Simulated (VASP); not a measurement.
Set up this calculation in VASP 6.6.1, as the native input.

| Item | Value |
| --- | --- |
| Task | relaxation of shape and atoms at fixed volume |
| Functional | PBE |
| Potentials or basis | VASP PAW PBE potentials, release 64 (Si, O) |
| Cutoff | 600 eV |
| k mesh | 6 × 6 × 4 |
| Occupations | gaussian, width 0.02 eV |
| Spin | no spin polarisation |
| Dipole correction | no |
| Further INCAR settings | ALGO = Normal; EDIFF = 1e-07; IBRION = 2; EDIFFG = -0.01; NSW = 50; ISIF = 4 |

The structure of SiO2 lies in POSCAR:

```
SiO2
1.0
    5.2080835258      0.0000000000      0.0000000000
   -2.6040417629      4.5103326384      0.0000000000
    0.0000000000      0.0000000000      5.6889562461
Si O
3 6
Direct
    0.0000000000      0.5000000000      0.3333333333
    0.5000000000      0.5000000000      0.6666666667
    0.5000000000      0.0000000000      0.0000000000
    0.5792044403      0.7896022201      0.8333333333
    0.7896022201      0.5792044403      0.5000000000
    0.7896022201      0.2103977799      0.1666666667
    0.4207955597      0.2103977799      0.8333333333
    0.2103977799      0.4207955597      0.5000000000
    0.2103977799      0.7896022201      0.1666666667
```

These files were run (other wordings do the same):

INCAR

```
SYSTEM = SiO2
PREC = Accurate
ENCUT = 600
EDIFF = 1E-7
ISMEAR = 0
SIGMA = 0.02
LREAL = .FALSE.
LASPH = .TRUE.
NELM = 100
ALGO = Normal
ISIF = 4
LWAVE = .FALSE.
LCHARG = .FALSE.
GGA = PE
IBRION = 2
NSW = 50
EDIFFG = -0.01
```

KPOINTS

```
Automatic mesh
0
G
  6 6 4
  0 0 0
```

Potentials or basis: VASP PAW PBE potentials, release 64 (Si, O).

The run is started by

```bash
$ cat potpaw_PBE.64/Si/POTCAR potpaw_PBE.64/O/POTCAR > POTCAR
$ mpirun -np 1 vasp_std > vasp.out
```

It gave:

- Energy gained by relaxing: 1.3 meV/atom
- Ionic steps: 3
- Pressure after relaxing: -7.3 GPa
- Band gap on the k mesh: 5.19 eV (least direct gap 5.40 eV)

It took 3.9 min on 1 thread of Intel Xeon 8259CL (shared host), peak memory 0.32 GiB.
